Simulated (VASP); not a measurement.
Set up this calculation in VASP 6.6.1, as the native input.

```yaml
Task: single point
Functional: PBEsol
Potentials_or_basis: VASP PAW PBE potentials, release 64 (Sn_d)
Cutoff: 520 eV
k_mesh: 20 × 20 × 20
Occupations: gaussian, width 0.15 eV
Spin: no spin polarisation
Dipole_correction: no
Further_INCAR_settings: ALGO = Fast; EDIFF = 1e-07; NBANDS = 13
```

The structure of Sn lies in POSCAR:

```
Sn
1.0
   -1.6402120500      1.6867696500      2.2798834500
    1.6402120500     -1.6867696500      2.2798834500
    1.6402120500      1.6867696500     -2.2798834500
Sn
1
Direct
    0.0000000000      0.0000000000      0.0000000000
```

This cell differs from its parent crystal: strain -0.050 along x and y, -0.025 along z.

The input as run:

INCAR

```
ALGO = Fast
EDIFF = 1E-7
ENCUT = 520
GGA = PS
ISIF = 2
ISMEAR = 0
LASPH = True
LCHARG = False
LREAL = False
LWAVE = False
NBANDS = 13
NELM = 100
PREC = Accurate
SIGMA = 0.15
```

KPOINTS

```
k-points
0
Gamma
  20 20 20
```

Potentials or basis: VASP PAW PBE potentials, release 64 (Sn_d).

Command:

```sh
$ cat potpaw_PBE.64/Sn_d/POTCAR > POTCAR
$ mpirun -np 1 vasp_std > vasp.out
```

It gave:

```
Pressure               : 3.0 GPa
Band gap on the k mesh : zero (bands 7 and 8 overlap by 10.22 eV)
```

Caveat: the cell differs from its parent crystal (strain -0.050 along x and y, -0.025 along z); the cell stands under pressure; the PAW data sets were made with another functional, which shifts forces and pressure a little; spin-orbit coupling is left out, which moves the levels of the heavy elements.

It took 110 s on 1 thread of Intel(R) Xeon(R) 6975P-C (Granite Rapids), on a shared host, peak memory 0.43 GiB.
